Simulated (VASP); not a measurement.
# Pd (Fm-3m) in VASP: elastic constants with LDA

Aim: the elastic constants of Pd with LDA.

Everything below comes from runs of VASP 6.6.1. Logs are shortened: lines on timing, memory, paths and dates and some standing lists are left out, and cuts for length are marked.

## (1) The cell of the first run

It takes space group Fm-3m (No. 225, cubic). Conventional cell: a = 3.842 Å, b = 3.842 Å, c = 3.842 Å, α = 90.00°, β = 90.00°, γ = 90.00°. Within 3.6 Å of Pd (site symmetry m-3m) lie 12 Pd at 2.72 Å.

## (2) Elastic constants, LDA

Input file INCAR:

```
ALGO = Normal
EDIFF = 1E-8
ENCUT = 600
IBRION = 6
ISIF = 3
ISMEAR = -1
LASPH = T
LCHARG = F
LREAL = F
LWAVE = F
NBANDS = 11
NELM = 80
NFREE = 2
NSW = 1
POTIM = 0.015
PREC = Accurate
SIGMA = 0.1
```

Input file KPOINTS:

```
k-points
0
Gamma
  24 24 24
```

Input file POSCAR:

```
Pd
1.0
    0.0000000000      1.9208712848      1.9208712848
    1.9208712848      0.0000000000      1.9208712848
    1.9208712848      1.9208712848      0.0000000000
Pd
1
Direct
    0.0000000000      0.0000000000      0.0000000000
```

Potentials or basis: VASP PAW LDA potentials, release 64 (Pd).

On the command line:

```console
> cat potpaw_LDA.64/Pd/POTCAR > POTCAR
> mpirun -np 1 vasp_std > vasp.out
```

OUTCAR:

```text
EDIFF = 1E-8
   ENCUT = 600
   IBRION = 6
   ISIF = 3
   ISMEAR = -1
   LASPH = T
   LREAL = F
   NELM = 80
   NFREE = 2
   NSW = 1
   POTIM = 0.015
   PREC = Accurate

 ion  position               nearest neighbor table
   1  0.000  0.000  0.000-

  LATTYP: Found a face centered cubic cell.
 ALAT       =     3.8417425696

  Lattice vectors:

 A1 = (   0.0000000000,   1.9208712848,   1.9208712848)
 A2 = (   1.9208712848,   0.0000000000,   1.9208712848)
 A3 = (   1.9208712848,   1.9208712848,   0.0000000000)

Analysis of symmetry for initial positions (statically):
=====================================================================
 Subroutine PRICEL returns:
 Original cell was already a primitive cell.

 Routine SETGRP: Setting up the symmetry group for a
 face centered cubic supercell.

 Subroutine GETGRP returns: Found 48 space group operations
 (whereof 48 operations were pure point group operations)
 out of a pool of 48 trial point group operations.

The static configuration has the point symmetry O_h .

Analysis of symmetry for dynamics (positions and initial velocities):
=====================================================================
 Subroutine PRICEL returns:
 Original cell was already a primitive cell.

 Routine SETGRP: Setting up the symmetry group for a
 face centered cubic supercell.

 Subroutine GETGRP returns: Found 48 space group operations
 (whereof 48 operations were pure point group operations)
 out of a pool of 48 trial point group operations.

The dynamic configuration has the point symmetry O_h .

 Subroutine INISYM returns: Found 48 space group operations
 (whereof 48 operations are pure point group operations),
 and found     1 'primitive' translations

----------------------------------------------------------------------------------------

                                     Primitive cell

  volume of cell :      14.1751

  direct lattice vectors                    reciprocal lattice vectors
     0.000000000  1.920871285  1.920871285    -0.260298545  0.260298545  0.260298545
     1.920871285  0.000000000  1.920871285     0.260298545 -0.260298545  0.260298545
     1.920871285  1.920871285  0.000000000     0.260298545  0.260298545 -0.260298545

  length of vectors
     2.716522223  2.716522223  2.716522223     0.450850305  0.450850305  0.450850305

  position of ions in fractional coordinates (direct lattice)
     0.000000000  0.000000000  0.000000000

  ion indices of the primitive-cell ions
   primitive index   ion index
                 1           1

----------------------------------------------------------------------------------------

 KPOINTS: k-points

Automatic generation of k-mesh.
 Grid dimensions read from file:
 generate k-points for:   24   24   24

 Generating k-lattice:

  Cartesian coordinates                     Fractional coordinates (reciprocal lattice)
    -0.010845773  0.010845773  0.010845773     0.041666667  0.000000000  0.000000000
     0.010845773 -0.010845773  0.010845773     0.000000000  0.041666667  0.000000000
     0.010845773  0.010845773 -0.010845773     0.000000000  0.000000000  0.041666667

  Length of vectors
     0.018785429  0.018785429  0.018785429

  Shift w.r.t. Gamma in fractional coordinates (k-lattice)
     0.000000000  0.000000000  0.000000000

 Subroutine IBZKPT returns following result:
[... 96 lines left out ...]
  free energy    TOTEN  =        -6.52840450 eV

  energy without entropy =       -6.46803943  energy(sigma->0) =       -6.49822196

------------------------ aborting loop because EDIFF is reached ----------------------------------------

  FORCE on cell =-STRESS in cart. coord.  units (eV):
  Direction    XX          YY          ZZ          XY          YZ          ZX
  --------------------------------------------------------------------------------------
  -------------------------------------------------------------------------------------
  Total        0.0173814      0.0173814      0.0173814      0.0000000     -0.0000000      0.0000000
  in kB        1.9645893      1.9645893      1.9645893      0.0000000     -0.0000000      0.0000000
  external PRESSURE =       1.9645893 kB  Pullay stress =       0.0000000 kB
[... 86 lines left out ...]
  FREE ENERGIE OF THE ION-ELECTRON SYSTEM (eV)
  ---------------------------------------------------
  free  energy   TOTEN  =        -6.5253345121 eV

  energy  without entropy=       -6.4659976416  energy(sigma->0) =       -6.49566608

[... ionic steps 4 to 12 ...]

--------------------------------------- Ionic step       13  -------------------------------------------

 number of electron      10.0000001 magnetization

------------------------ aborting loop because EDIFF is reached ----------------------------------------
[... 65 lines left out ...]
--------------------------------------- Ionic step       15  -------------------------------------------

 number of electron      10.0000001 magnetization

 Free energy of the ion-electron system (eV)
  ---------------------------------------------------
  ext. energy  EPLUGINS =         0.00000000
  ---------------------------------------------------
  free energy    TOTEN  =        -6.52840433 eV

  energy without entropy =       -6.46803931  energy(sigma->0) =       -6.49822182

 E-fermi :  10.3233     XC(G=0): -13.7615

 val. band max:       10.3227307880   @ k =  -0.2917   0.0833   0.0000
 cond. band min:      10.3240350298   @ k =  -0.4583   0.2917   0.0417
 fundamental gap:      0.0013042418
 Fermi energy:        10.3233167306

 k-point     1 :       0.0000    0.0000    0.0000
  band No.  band energies     occupation
      1       2.7384      2.00000
      2       7.2328      2.00000
      3       7.2328      2.00000
      4       7.2328      2.00000
      5       8.9857      2.00000
      6       8.9857      2.00000
      7      27.4288      0.00000
      8      32.3752      0.00000
      9      32.3752      0.00000
     10      32.3752      0.00000
     11      35.9183      0.00000
[... 309 lines left out ...]
 k-point    24 :       0.4583    0.0417    0.0000
  band No.  band energies     occupation
      1       4.6824      2.00000
      2       7.1723      2.00000
      3       7.2609      2.00000
      4       9.6555      1.99749
      5      10.2482      1.35891
      6      11.1552      0.00049
      7      18.5291      0.00000
      8      26.9856      0.00000
      9      31.4628      0.00000
     10      31.7558      0.00000
     11      35.9461      0.00000

 [... further k-points ...]

------------------------ aborting loop because EDIFF is reached ----------------------------------------

  FORCE on cell =-STRESS in cart. coord.  units (eV):
  Direction    XX          YY          ZZ          XY          YZ          ZX
  --------------------------------------------------------------------------------------
  -------------------------------------------------------------------------------------
  Total        0.0177296      0.0177296      0.0177296     -0.0000000      0.0000000      0.0000000
  in kB        2.0039427      2.0039427      2.0039427     -0.0000000      0.0000000      0.0000000
  external PRESSURE =       2.0039427 kB  Pullay stress =       0.0000000 kB
[... 16 lines left out ...]
  FREE ENERGIE OF THE ION-ELECTRON SYSTEM (eV)
  ---------------------------------------------------
  free  energy   TOTEN  =        -6.5284043321 eV

  energy  without entropy=       -6.4680393056  energy(sigma->0) =       -6.49822182

 INTERNAL STRAIN TENSORS FROM STRAINED CELLS
 ============================================

 INTERNAL STRAIN TENSOR FOR ION    1 for displacements in x,y,z  (eV/Angst):
          X           Y           Z          XY          YZ          ZX
  --------------------------------------------------------------------------------
  x    -0.00000     0.00000     0.00000     0.00000     0.00000     0.00000
  y     0.00000     0.00000    -0.00000    -0.00000     0.00000     0.00000
  z    -0.00000    -0.00000     0.00000     0.00000    -0.00000    -0.00000

 INTERNAL STRAIN TENSORS FROM DISPLACED ATOMS
 ============================================

 INTERNAL STRAIN TENSOR FOR ION    1 for displacements in x,y,z  (eV/Angst):
          X           Y           Z          XY          YZ          ZX
  --------------------------------------------------------------------------------
  x     0.00000     0.00000     0.00000     0.00000     0.00000     0.00000
  y     0.00000     0.00000     0.00000     0.00000     0.00000     0.00000
  z     0.00000     0.00000     0.00000     0.00000     0.00000     0.00000

 Eigenvectors and eigenvalues of the dynamical matrix
 ----------------------------------------------------

   1 f/i=    0.000000 THz     0.000000 2PiTHz    0.000000 cm-1     0.000000 meV
             X         Y         Z           dx          dy          dz
      0.000000  0.000000  0.000000     0.489836    0.871814    0.000000

   2 f/i=    0.000000 THz     0.000000 2PiTHz    0.000000 cm-1     0.000000 meV
             X         Y         Z           dx          dy          dz
      0.000000  0.000000  0.000000    -0.871814    0.489836    0.000000

   3 f/i=    0.000000 THz     0.000000 2PiTHz    0.000000 cm-1     0.000000 meV
             X         Y         Z           dx          dy          dz
      0.000000  0.000000  0.000000     0.000000    0.000000    1.000000

--------------------------------------------------------------------------------------------------------

 ELASTIC MODULI CONTR FROM IONIC RELAXATION (kBar)
 Direction    XX          YY          ZZ          XY          YZ          ZX
 --------------------------------------------------------------------------------
 XX           0.0000      0.0000      0.0000      0.0000      0.0000      0.0000
 YY           0.0000      0.0000      0.0000      0.0000      0.0000      0.0000
 ZZ           0.0000      0.0000      0.0000      0.0000      0.0000      0.0000
 XY           0.0000      0.0000      0.0000      0.0000      0.0000      0.0000
 YZ           0.0000      0.0000      0.0000      0.0000      0.0000      0.0000
 ZX           0.0000      0.0000      0.0000      0.0000      0.0000      0.0000
 --------------------------------------------------------------------------------

 TOTAL ELASTIC MODULI (kBar)
 Direction    XX          YY          ZZ          XY          YZ          ZX
 --------------------------------------------------------------------------------
 XX        2734.8359   2030.7595   2030.7595     -0.0000      0.0000     -0.0000
 YY        2030.7595   2734.8359   2030.7595      0.0000     -0.0000      0.0000
 ZZ        2030.7595   2030.7595   2734.8359      0.0000      0.0000      0.0000
 XY          -0.0000      0.0000      0.0000    926.0063      0.0000      0.0000
 YZ           0.0000     -0.0000      0.0000      0.0000    926.0063      0.0000
 ZX          -0.0000      0.0000      0.0000      0.0000      0.0000    926.0063
 --------------------------------------------------------------------------------
```

It took 17 min on 1 thread of Intel Xeon 6975P-C (Granite Rapids), shared host; peak memory 1.2 GiB.

Results:

```
Elastic constants C11, C12, C44 : 273, 203, 93 GPa
Voigt bulk modulus              : 227 GPa
```

Elastic tensor in Voigt notation (GPa, in the Cartesian axes of the cell as first typed):
```
273 203 203   0   0   0
203 273 203   0   0   0
203 203 273   0   0   0
  0   0   0  93   0   0
  0   0   0   0  93   0
  0   0   0   0   0  93
```

Clamped-ion elastic tensor (GPa):
```
273 203 203   0   0   0
203 273 203   0   0   0
203 203 273   0   0   0
  0   0   0  93   0   0
  0   0   0   0  93   0
  0   0   0   0   0  93
```
